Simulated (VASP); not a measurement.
# AlAu2 (I4/mmm) in VASP: further runs

Aim: see how the results for AlAu2 move with the level of theory and the settings. Levels: BLYP, PBEsol, r2SCAN. Tasks: single point.

Everything below comes from runs of VASP 6.6.1. Logs are shortened: lines on timing, memory, paths and dates and some standing lists are left out, and cuts for length are marked.

### Step 1. The cell of the first run

Symmetry: I4/mmm, No. 139, tetragonal system. Conventional cell: a = 3.343 Å, b = 3.343 Å, c = 8.798 Å, α = 90.00°, β = 90.00°, γ = 90.00°. Al (site symmetry 4/mmm) has 10 Au at 2.73 to 3.02 Å and 4 Al at 3.34 Å within 3.6 Å. Au (site symmetry 4mm) has 5 Al at 2.73 to 3.02 Å and 9 Au at 2.75 to 3.34 Å within 3.6 Å.

### Step 2. Single point, BLYP

File INCAR:

```
AGGAC = 1.0 ; AGGAX = 1.0
ALDAC = 0.0 ; ALDAX = 1.0
ALGO = Normal ; EDIFF = 1E-7
ENCUT = 520 ; GGA = B5
ISIF = 2 ; ISMEAR = 0
LASPH = True ; LCHARG = False
LREAL = False ; LWAVE = False
NBANDS = 20 ; NELM = 80
PREC = Accurate ; SIGMA = 0.05
```

File KPOINTS:

```
k-points
0
Gamma
  11 11 11
```

File POSCAR:

```
AlAu2
1.0
   -1.6715140000      1.6715140000      4.3990750000
    1.6715140000     -1.6715140000      4.3990750000
    1.6715140000      1.6715140000     -4.3990750000
Al Au
1 2
Direct
    0.0000000000      0.0000000000      0.0000000000
    0.6562730000      0.6562730000      0.0000000000
    0.3437270000      0.3437270000      0.0000000000
```

Potentials or basis: VASP PAW PBE potentials, release 64 (Al, Au).

Launch:

```
$ cat potpaw_PBE.64/Al/POTCAR potpaw_PBE.64/Au/POTCAR > POTCAR
$ mpirun -np 1 vasp_std > vasp.out
```

OUTCAR:

```text
EDIFF = 1E-7
   ENCUT = 520
   GGA = B5
   ISIF = 2
   ISMEAR = 0
   LASPH = True
   LREAL = False
   NELM = 80
   PREC = Accurate

 ion  position               nearest neighbor table
   1  0.000  0.000  0.000-   2 2.73   2 2.73   3 2.73   3 2.73   2 2.73   2 2.73   3 2.73   3 2.73
                             2 3.02   3 3.02
   2  0.656  0.656  0.000-   1 2.73   1 2.73   1 2.73   1 2.73   3 2.75   3 2.88   3 2.88   3 2.88
                             3 2.88   1 3.02
   3  0.344  0.344  0.000-   1 2.73   1 2.73   1 2.73   1 2.73   2 2.75   2 2.88   2 2.88   2 2.88
                             2 2.88   1 3.02

  LATTYP: Found a body centered tetragonal cell.
 ALAT       =     3.3430280000
 C/A-ratio  =     2.6317906999

  Lattice vectors:

 A1 = (  -1.6715140000,   1.6715140000,   4.3990750000)
 A2 = (   1.6715140000,  -1.6715140000,   4.3990750000)
 A3 = (   1.6715140000,   1.6715140000,  -4.3990750000)

Analysis of symmetry for initial positions (statically):
=====================================================================
 Subroutine PRICEL returns:
 Original cell was already a primitive cell.

 Routine SETGRP: Setting up the symmetry group for a
 body centered tetragonal supercell.

 Subroutine GETGRP returns: Found 16 space group operations
 (whereof 16 operations were pure point group operations)
 out of a pool of 16 trial point group operations.

The static configuration has the point symmetry D_4h.

Analysis of symmetry for dynamics (positions and initial velocities):
=====================================================================
 Subroutine PRICEL returns:
 Original cell was already a primitive cell.

 Routine SETGRP: Setting up the symmetry group for a
 body centered tetragonal supercell.

 Subroutine GETGRP returns: Found 16 space group operations
 (whereof 16 operations were pure point group operations)
 out of a pool of 16 trial point group operations.

The dynamic configuration has the point symmetry D_4h.

 Subroutine INISYM returns: Found 16 space group operations
 (whereof 16 operations are pure point group operations),
 and found     1 'primitive' translations

----------------------------------------------------------------------------------------

                                     Primitive cell

  volume of cell :      49.1633

  direct lattice vectors                    reciprocal lattice vectors
    -1.671514000  1.671514000  4.399075000     0.000000000  0.299130010  0.113660258
     1.671514000 -1.671514000  4.399075000     0.299130010  0.000000000  0.113660258
     1.671514000  1.671514000 -4.399075000     0.299130010  0.299130010  0.000000000

  length of vectors
     4.993974265  4.993974265  4.993974265     0.319995965  0.319995965  0.423033717

  position of ions in fractional coordinates (direct lattice)
     0.000000000  0.000000000  0.000000000
     0.656273000  0.656273000  0.000000000
     0.343727000  0.343727000  0.000000000

  ion indices of the primitive-cell ions
   primitive index   ion index
                 1           1
                 2           2
                 3           3

----------------------------------------------------------------------------------------

 KPOINTS: k-points

Automatic generation of k-mesh.
 Grid dimensions read from file:
 generate k-points for:   11   11   11

 Generating k-lattice:

  Cartesian coordinates                     Fractional coordinates (reciprocal lattice)
     0.000000000  0.027193637  0.010332751     0.090909091 -0.000000000  0.000000000
     0.027193637  0.000000000  0.010332751    -0.000000000  0.090909091  0.000000000
     0.027193637  0.027193637  0.000000000     0.000000000  0.000000000  0.090909091

  Length of vectors
     0.029090542  0.029090542  0.038457611

  Shift w.r.t. Gamma in fractional coordinates (k-lattice)
     0.000000000  0.000000000  0.000000000

 Subroutine IBZKPT returns following result:
 ===========================================

 Found    126 irreducible k-points:

 Following reciprocal coordinates:
            Coordinates               Weight
  0.000000  0.000000  0.000000      1.000000
  0.090909 -0.000000  0.000000      8.000000
  0.181818  0.000000 -0.000000      8.000000
  0.272727  0.000000 -0.000000      8.000000
  0.363636  0.000000  0.000000      8.000000
  0.454545  0.000000  0.000000      8.000000
[... 16 lines left out ...]
 -0.272727  0.181818  0.000000     16.000000
 -0.181818  0.181818  0.000000      4.000000
 [... further k-points ...]
   k-points           NKPTS =    126   k-points in BZ     NKDIM =    126   number of bands    NBANDS=     20
   number of dos      NEDOS =    301   number of ions     NIONS =      3
   total plane-waves  NPLWV =  64000
   dimension x,y,z NGX =    40 NGY =   40 NGZ =   40
   dimension x,y,z NGXF=    80 NGYF=   80 NGZF=   80
   ions per type =               1   2
   NGX,Y,Z   is equivalent  to a cutoff of  13.32, 13.32, 13.32 a.u.
   NGXF,Y,Z  is equivalent  to a cutoff of  26.63, 26.63, 26.63 a.u.
 SYSTEM =  unknown system
   PREC   = accura    normal or accurate (medium, high low for compatibility)
   ISTART =      0    job   : 0-new  1-cont  2-samecut
   ICHARG =      2    charge: 1-file 2-atom 10-const
   ISPIN  =      1    spin polarized calculation?
   LNONCOLLINEAR =      F non collinear calculations
   LSORBIT =      F    spin-orbit coupling
   LASPH  =      T    aspherical Exc in radial PAW
   ENCUT  =  520.0 eV  38.22 Ry    6.18 a.u.   9.29  9.29  9.29*2*pi/ulx,y,z
   NELM   =     80;   NELMIN=  2; NELMDL= -5     # of ELM steps
   EDIFF  = 0.1E-06   stopping-criterion for ELM
   LREAL  =      F    real-space projection
   EDIFFG = 0.1E-05   stopping-criterion for IOM
   NSW    =      0    number of steps for IOM
   IBRION =     -1    ionic relax: 0-MD 1-quasi-New 2-CG
   NFREE  =      0    steps in history (QN), initial steepest desc. (CG)
   ISIF   =      2    stress and relaxation
   ISYM   =      2    0-nonsym 1-usesym 2-fastsym
   POTIM  = 0.5000    time-step for ionic-motion
   TEBEG  =    0.0;   TEEND  =   0.0 temperature during run
   PSTRESS=    0.0 pullay stress
   NELECT =      25.0000    total number of electrons
   NUPDOWN=      -1.0000    fix difference up-down
   EMIN   =  10.00;   EMAX   =-10.00  energy-range for DOS
   EFERMI =   0.00;   METHOD = LEGACY
   ISMEAR =     0;   SIGMA  =   0.05  broadening in eV -4-tet -1-fermi 0-gaus
   EFERMI_NEDOS =   21; number of points for ismear=-14 and -15
   IALGO  =     38    algorithm
   IMIX   =      4    mixing-type and parameters
     AMIX     =   0.40;   BMIX     =  1.00
     AMIX_MAG =   1.60;   BMIX_MAG =  1.00
  volume/ion in A,a.u.               =      16.39       110.59
  Fermi-wavevector in a.u.,A,eV,Ry     =   1.306695  2.469296 23.231307  1.707453
  Thomas-Fermi vector in A             =   2.437480
   LORBIT       =      0    0 simple, 1 ext, 2 COOP (PROOUT), +10 PAW based schemes
   GGA     = B5    functional components
   LHFCALC =     F    Hartree Fock is set to
   AEXX    =    0.0000 exact exchange contribution
   IVDW    =     0    specifies the selected vdW correction
   LEPSILON=     F    determine dielectric tensor
   LRPA    =     F    only Hartree local field effects (RPA)
 non-spin polarized calculation
 Gauss-broadening in eV      SIGMA  =   0.05
  energy-cutoff  :      520.00
  volume of cell :       49.16
 maximum number of plane-waves:      1336
 NGX is ok and might be reduce to    40
   NGX = 19   NGY = 19   NGZ = 19

 number of electron      25.0000001 magnetization

 Free energy of the ion-electron system (eV)
  ---------------------------------------------------
  ext. energy  EPLUGINS =         0.00000000
  ---------------------------------------------------
  free energy    TOTEN  =        -8.32575576 eV

  energy without entropy =       -8.32432461  energy(sigma->0) =       -8.32504018

 E-fermi :  10.3559     XC(G=0): -11.4262

 val. band max:       10.3446668413   @ k =   0.3636   0.1818   0.0909
 cond. band min:      10.3692760336   @ k =  -0.1818   0.1818   0.0909
 fundamental gap:      0.0246091923
 Fermi energy:        10.3559341554

 k-point     1 :       0.0000    0.0000    0.0000
  band No.  band energies     occupation
      1      -0.5415      2.00000
      2       3.6058      2.00000
      3       4.0143      2.00000
      4       4.9137      2.00000
      5       5.2144      2.00000
      6       5.2233      2.00000
[... 12 lines left out ...]
     19      17.8755      0.00000
     20      19.1151      0.00000

 k-point     2 :       0.0909   -0.0000    0.0000
  band No.  band energies     occupation
      1      -0.3936      2.00000
      2       3.6522      2.00000
      3       4.0547      2.00000
      4       4.7743      2.00000
      5       4.9770      2.00000
      6       5.0675      2.00000
[... 12 lines left out ...]
     19      19.0060      0.00000
     20      20.3440      0.00000

 k-point     3 :       0.1818    0.0000   -0.0000
  band No.  band energies     occupation
      1       0.0397      2.00000
      2       3.6884      2.00000
      3       4.1706      2.00000
      4       4.3560      2.00000
      5       4.7019      2.00000
      6       5.1395      2.00000
[... 12 lines left out ...]
     19      20.9300      0.00000
     20      21.6583      0.00000

 k-point     4 :       0.2727    0.0000   -0.0000
  band No.  band energies     occupation
      1       0.7221      2.00000
      2       3.4907      2.00000
      3       3.9813      2.00000
      4       4.4718      2.00000
      5       4.5074      2.00000
      6       5.0187      2.00000
[... 12 lines left out ...]
     19      21.8006      0.00000
     20      22.4477      0.00000

 k-point     5 :       0.3636    0.0000    0.0000
  band No.  band energies     occupation
      1       1.5664      2.00000
      2       3.1366      2.00000
      3       3.9584      2.00000
      4       4.4142      2.00000
      5       4.4816      2.00000
      6       4.7832      2.00000
[... 12 lines left out ...]
     19      20.9012      0.00000
     20      22.1002      0.00000

 k-point     6 :       0.4545    0.0000    0.0000
  band No.  band energies     occupation
      1       2.3654      2.00000
      2       2.8331      2.00000
      3       4.0106      2.00000
      4       4.2919      2.00000
      5       4.4170      2.00000
      6       4.6008      2.00000
[... 12 lines left out ...]
     19      19.1676      0.00000
     20      21.8175      0.00000

 k-point     7 :       0.0909    0.0909    0.0000
  band No.  band energies     occupation
      1      -0.2100      2.00000
      2       3.6539      2.00000
      3       4.0663      2.00000
      4       4.6201      2.00000
      5       4.8624      2.00000
      6       5.0221      2.00000
[... 12 lines left out ...]
     19      19.0833      0.00000
     20      21.5163      0.00000
[... 277 lines left out ...]
 k-point    20 :       0.4545    0.1818   -0.0000
  band No.  band energies     occupation
      1       2.6637      2.00000
      2       3.0407      2.00000
      3       3.9217      2.00000
      4       4.1725      2.00000
      5       4.4698      2.00000
      6       4.8989      2.00000
[... 12 lines left out ...]
     19      19.8877      0.00000
     20      20.4853      0.00000

 k-point    21 :      -0.4545    0.1818    0.0000
  band No.  band energies     occupation
      1       2.4230      2.00000
      2       3.0834      2.00000
      3       4.1099      2.00000
      4       4.2159      2.00000
      5       4.4944      2.00000
      6       4.9122      2.00000
[... 12 lines left out ...]
     19      19.9518      0.00000
     20      21.6995      0.00000

 k-point    22 :      -0.3636    0.1818   -0.0000
  band No.  band energies     occupation
      1       1.7060      2.00000
      2       3.4079      2.00000
      3       4.2104      2.00000
      4       4.4159      2.00000
      5       4.4897      2.00000
      6       4.9174      2.00000
[... 12 lines left out ...]
     19      20.6520      0.00000
     20      22.3533      0.00000

 k-point    23 :      -0.2727    0.1818    0.0000
  band No.  band energies     occupation
      1       0.9962      2.00000
      2       3.7711      2.00000
      3       4.2645      2.00000
      4       4.4099      2.00000
      5       4.6357      2.00000
      6       4.9244      2.00000
[... 12 lines left out ...]
     19      20.8124      0.00000
     20      22.8336      0.00000

 k-point    24 :      -0.1818    0.1818    0.0000
  band No.  band energies     occupation
      1       0.4356      2.00000
      2       4.0781      2.00000
      3       4.2054      2.00000
      4       4.3288      2.00000
      5       4.5416      2.00000
      6       5.0471      2.00000
[... 12 lines left out ...]
     19      20.8820      0.00000
     20      20.9938      0.00000

 [... further k-points ...]
[... 5 lines left out ...]
  --------------------------------------------------------------------------------------
  -------------------------------------------------------------------------------------
  Total        3.8419362      3.8419362      4.1558139      0.0000000      0.0000000      0.0000000
  in kB      125.2043251    125.2043251    135.4332437      0.0000000      0.0000000      0.0000000
  external PRESSURE =     128.6139646 kB  Pullay stress =       0.0000000 kB

 VOLUME and BASIS-vectors are now :
 -----------------------------------------------------------------------------
  energy-cutoff  :      520.00
  volume of cell :       49.16
      direct lattice vectors                 reciprocal lattice vectors
    -1.671514000  1.671514000  4.399075000     0.000000000  0.299130010  0.113660258
     1.671514000 -1.671514000  4.399075000     0.299130010  0.000000000  0.113660258
     1.671514000  1.671514000 -4.399075000     0.299130010  0.299130010  0.000000000

 POSITION                                       TOTAL-FORCE (eV/Angst)
 -----------------------------------------------------------------------------------
      0.00000      0.00000      0.00000        -0.000000     -0.000000      0.000000
      0.00000      0.00000      5.77399        -0.000000     -0.000000     -0.091625
      0.00000      0.00000      3.02416         0.000000      0.000000      0.091625
 -----------------------------------------------------------------------------------
    total drift:                               -0.000000     -0.000000      0.000000

  FREE ENERGIE OF THE ION-ELECTRON SYSTEM (eV)
  ---------------------------------------------------
  free  energy   TOTEN  =        -8.3257557555 eV

  energy  without entropy=       -8.3243246096  energy(sigma->0) =       -8.32504018
```

Wall time 3.7 min (1 thread of Intel Xeon Platinum 8259CL at 2.50GHz (Skylake/Cascade Lake), shared host); peak memory 0.31 GiB.

What came out:

```
Free energy   : -8.3258 eV
Pressure      : 12.9 GPa
Largest force : 0.092 eV/Å
```

Forces on the atoms (eV/Å):
```
Al   0.000  0.000  0.000
Au   0.000  0.000 -0.092
Au   0.000  0.000  0.092
```

Stress tensor (GPa, compression positive):
```
12.52  0.00  0.00
 0.00 12.52  0.00
 0.00  0.00 13.54
```

Levels at points of the mesh, in eV from the Fermi level:
```
           k point  band 8  band 9  band 10  band 11  band 12  band 13  band 14  band 15  band 16  band 17
(0.00, 0.00, 0.00)   -4.93   -4.85    -4.85    -3.57    -1.12     1.04     5.75     5.75     6.76     6.76
```

Caveat: the PAW data sets were made with another functional, which shifts forces and pressure a little; spin-orbit coupling is left out, which moves the levels of the heavy elements.

### Step 3. Single point, PBEsol

File INCAR:

```
SYSTEM = AlAu2
PREC     = Accurate       ! precision mode
ENCUT    = 520            ! plane-wave cutoff, eV
EDIFF    = 1E-6           ! SCF threshold, eV
ISMEAR   = 0              ! smearing method
SIGMA    = 0.05           ! smearing width, eV
LREAL    = .FALSE.        ! projectors in reciprocal space
LASPH    = .TRUE.         ! aspherical terms in the spheres
NELM     = 80             ! most SCF steps
ALGO     = Normal         ! electronic algorithm
ISIF     = 2              ! what is computed and relaxed
LWAVE    = .FALSE.        ! write WAVECAR
LCHARG   = .FALSE.        ! write CHGCAR
GGA      = PS             ! functional
NBANDS   = 20             ! bands
```

File KPOINTS:

```
Automatic mesh
0
G
  11 11 11
  0 0 0
```

POSCAR is that of step 2.

Potentials or basis: VASP PAW PBE potentials, release 64 (Al, Au).

Launch:

```
$ cat potpaw_PBE.64/Al/POTCAR potpaw_PBE.64/Au/POTCAR > POTCAR
$ mpirun -np 1 vasp_std > vasp.out
```

Wall time 2.6 min (1 thread of Intel Xeon Platinum 8259CL at 2.50GHz (Skylake/Cascade Lake), shared host); peak memory 0.31 GiB.

It converged, with:

```
Free energy   : -13.0057 eV
Pressure      : -2.6 GPa
Largest force : 0.052 eV/Å
```

Forces on the atoms (eV/Å):
```
Al   0.000  0.000  0.000
Au   0.000  0.000  0.052
Au   0.000  0.000 -0.052
```

Stress tensor (GPa, compression positive):
```
-2.71  0.00  0.00
 0.00 -2.71  0.00
 0.00  0.00 -2.41
```

Levels at points of the mesh, in eV from the Fermi level:
```
           k point  band 10  band 11  band 12  band 13  band 14  band 15
(0.00, 0.00, 0.00)    -4.74    -3.46    -1.16     1.10     5.84     5.84
```

Caveat: the PAW data sets were made with another functional, which shifts forces and pressure a little; spin-orbit coupling is left out, which moves the levels of the heavy elements.

### Step 4. Single point, r2SCAN

POSCAR is that of step 3.

File INCAR.step1:

```
PREC = Accurate
ENCUT = 520
ISMEAR = 0
SIGMA = 0.05
LREAL = F
LASPH = T
NELM = 100
NBANDS = 20
GGA = PE
ALGO = Normal
EDIFF = 1E-4
LWAVE = T
LCHARG = F
```

File INCAR.step2:

```
PREC = Accurate
ENCUT = 520
EDIFF = 1E-7
ISMEAR = 0
SIGMA = 0.05
LREAL = F
LASPH = T
NELM = 100
ALGO = Normal
ISIF = 2
LWAVE = F
LCHARG = F
METAGGA = R2SCAN
LMIXTAU = T
NBANDS = 20
ISTART = 1
```

File KPOINTS:

```
Automatic mesh
0
Gamma
  11 11 11
```

Launch:

```
$ cat potpaw_PBE.64/Al/POTCAR potpaw_PBE.64/Au/POTCAR > POTCAR
$ cp INCAR.step1 INCAR
$ mpirun -np 1 vasp_std > vasp.out
$ cp INCAR.step2 INCAR
$ mpirun -np 1 vasp_std > vasp.out
```

It took 14 min on 1 thread of Intel Xeon Platinum 8259CL at 2.50GHz (Skylake/Cascade Lake), shared host; peak memory 0.34 GiB.

It converged, with:

```yaml
Free_energy: -108.8659 eV
Pressure: -0.2 GPa
Largest_force: 0.012 eV/Å
```

Forces on the atoms (eV/Å):
```
Al   0.000  0.000  0.000
Au   0.000  0.000 -0.012
Au   0.000  0.000  0.012
```

Stress tensor (GPa, compression positive):
```
-0.42  0.00  0.00
 0.00 -0.42  0.00
 0.00  0.00  0.15
```

Levels at points of the mesh, in eV from the Fermi level:
```tsv
k point	band 9	band 10	band 11	band 12	band 13	band 14	band 15	band 16
(0.00, 0.00, 0.00)	-5.03	-5.03	-3.73	-1.09	1.12	6.16	6.16	7.02
```

Caveat: the PAW data sets were made with another functional, which shifts forces and pressure a little; spin-orbit coupling is left out, which moves the levels of the heavy elements.

### Step 5. Overview

| level | gap on the mesh (eV) | pressure (GPa) | largest force (eV/Å) |
| --- | --- | --- | --- |
| BLYP | none | 12.9 | 0.09 |
| PBEsol | none | -2.6 | 0.05 |
| r2SCAN | none | -0.2 | 0.01 |

Alike in all rows: task single point; potentials or basis VASP PAW PBE potentials, release 64 (Al, Au); no spin polarisation; cell as given; k mesh 11 × 11 × 11; cutoff (eV) 520; smearing gaussian 0.05 eV.

Every run on the cell as given and a fine mesh finds a metal. The pressure there spans -2.6 GPa (PBEsol) to 12.9 GPa (BLYP); a positive pressure means that this level wants a larger cell, a negative one a smaller.

Caveats: the PAW data sets were made with another functional, which shifts forces and pressure a little; spin-orbit coupling is left out, which moves the levels of the heavy elements.

Absolute energies hang on the potentials; compare differences alone.
